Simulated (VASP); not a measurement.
Runs of VASP 6.6.1 on C. The structure is that of space group P6_3/mmc (No. 194), or close to it. The cells are those of the table. 

```tsv
task	potentials or basis	cell	cutoff (eV)	smearing	second run	gap on the mesh (eV)	pressure (GPa)	largest force (eV/Å)
single point	VASP PAW LDA potentials, release 64 (C_h)	a = 2.483, b = 2.483, c = 4.198 Å, angles 90.0, 90.0, 120.0°, 4 atoms	910	gaussian 0.02 eV	hard_potentials	3.05	(b)	0.01
relaxation of the atoms	VASP PAW LDA potentials, release 64 (C)	atoms relaxed from a = 2.484, b = 2.484, c = 4.198 Å, angles 90.0, 90.0, 120.0°, 4 atoms	520	gaussian 0.02 eV	-	3.05	-5.3	-
relaxation of the atoms	VASP PAW LDA potentials, release 64 (C)	atoms relaxed from a = 2.548, b = 2.548, c = 4.198 Å, angles 90.0, 90.0, 120.0°, 4 atoms	520	gaussian 0.02 eV	-	3.26	-26.1	-
single point	VASP PAW LDA potentials, release 64 (C)	a = 2.483, b = 2.483, c = 4.198 Å, angles 90.0, 90.0, 120.0°, 4 atoms	520	gaussian 0.01 eV	-	3.05	-4.9	0.01
relaxation of the atoms	VASP PAW LDA potentials, release 64 (C)	atoms relaxed from a = 2.482, b = 2.482, c = 4.198 Å, angles 90.0, 90.0, 120.0°, 4 atoms	520	gaussian 0.02 eV	-	(a)	-4.8	-
single point	VASP PAW LDA potentials, release 64 (C)	a = 2.548, b = 2.548, c = 4.198 Å, angles 90.0, 90.0, 120.0°, 4 atoms	520	gaussian 0.02 eV	-	3.26	-26.1	-
single point	VASP PAW LDA potentials, release 64 (C_h)	a = 2.482, b = 2.482, c = 4.198 Å, angles 90.0, 90.0, 120.0°, 4 atoms	910	gaussian 0.02 eV	hard_potentials	3.05	-5.7	0.01
single point	VASP PAW LDA potentials, release 64 (C)	a = 2.484, b = 2.484, c = 4.198 Å, angles 90.0, 90.0, 120.0°, 4 atoms	520	gaussian 0.02 eV	-	3.05	-5.3	0.01
single point	VASP PAW LDA potentials, release 64 (C)	a = 2.482, b = 2.482, c = 4.198 Å, angles 90.0, 90.0, 120.0°, 4 atoms	520	gaussian 0.02 eV	-	3.05	-4.8	0.01
relaxation of the atoms	VASP PAW LDA potentials, release 64 (C)	atoms relaxed from a = 2.474, b = 2.474, c = 4.198 Å, angles 90.0, 90.0, 120.0°, 4 atoms	520	gaussian 0.02 eV	-	3.01	-1.6	-
single point	VASP PAW LDA potentials, release 64 (C_h)	a = 2.474, b = 2.474, c = 4.198 Å, angles 90.0, 90.0, 120.0°, 4 atoms	910	gaussian 0.02 eV	hard_potentials	3.02	-2.5	0.01
```

Alike in all rows: level LDA; no spin polarisation; k mesh 9 × 9 × 6.

Q: Estimate the missing entries.

A: (a) 3.04; (b) -5.8.

Caveats: the cutoff is under 1.25 times the usual one of these potentials, so pressure, stress and relaxed cells hold a basis-set (Pulay) error (some runs).

A k mesh can miss the band edges.
